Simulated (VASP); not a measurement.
Runs of VASP 6.6.1 on In3Sb. The structure is that of space group Pm-3m (No. 221), or close to it. The cells are those of the table. 

```csv
cell,gap on the mesh (eV),pressure (GPa)
"a = 5.016 Å, 4 atoms",none,-5.3
"a = 4.884 Å, 4 atoms",none,-3.5
"a = 4.813 Å, 4 atoms",none,(a)
"a = 5.057 Å, 4 atoms",none,-5.6
```

Alike in all rows: task single point; level PBEsol; potentials or basis VASP PAW PBE potentials, release 64 (In_d, Sb); no spin polarisation; k mesh 10 × 10 × 10; cutoff (eV) 520; smearing gaussian 0.1 eV.

Task: Estimate the missing entries.

Result: (a) -2.2.

Caveats: the PAW data sets were made with another functional, which shifts forces and pressure a little; spin-orbit coupling is left out, which moves the levels of the heavy elements; the cell stands under tension (at least some runs).

A k mesh can miss the band edges, and the runs leave out spin-orbit coupling on In, Sb.

A gap of «none» marks levels without a gap at the run's occupations.
